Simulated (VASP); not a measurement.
Runs of VASP 6.6.1 on PbO2. The structure is that of space group R-3m (No. 166), or close to it. The cells are those of the table. 

```tsv
task	level	cell	k mesh	cutoff (eV)	smearing	gap on the mesh (eV)	pressure (GPa)	relaxed volume (Å³/atom)	largest force (eV/Å)
single point	PBE	a = 6.121 Å, angles 33.6°, 3 atoms	6 × 6 × 6	520	gaussian 0.1 eV	0.51	-14.4	-	2.78
single point	PBE	a = 4.946 Å, angles 40.7°, 3 atoms	6 × 6 × 6	520	gaussian 0.1 eV	0.20	0.3	-	0.02
relaxation of cell and atoms	PBE	relaxed from a = 6.121 Å, angles 33.6°, 3 atoms	6 × 6 × 6	600	gaussian 0.1 eV	none	0.1	(c)	0.03
relaxation of cell and atoms	PBE	relaxed from a = 4.946 Å, angles 40.7°, 3 atoms	12 × 12 × 12	600	gaussian 0.01 eV	none	0.0	14.90	0.01
single point	r2SCAN	a = 4.880 Å, angles 41.3°, 3 atoms	12 × 12 × 12	520	gaussian 0.01 eV	0.34	-5.0	-	0.28
single point	PBE	a = 4.880 Å, angles 41.3°, 3 atoms	12 × 12 × 12	520	gaussian 0.01 eV	(b)	(a)	-	0.03
```

Alike in all rows: potentials or basis VASP PAW PBE potentials, release 64 (Pb_d, O); no spin polarisation.

Task: Fill in the values left out.

Result: (a) 0.2; (b) 0.12; (c) 14.91.

Caveats: spin-orbit coupling is left out, which moves the levels of the heavy elements; forces of over 1 eV/Å act on the atoms, so gaps and moduli don't describe the material at rest (some runs); the volume moved by over 15 % at a fixed basis, so the end points are rough (some runs); the PAW data sets were made with another functional, which shifts forces and pressure a little (some runs).

A k mesh can miss the band edges, and the runs leave out spin-orbit coupling on Pb.

A gap of «none» marks levels without a gap at the run's occupations.
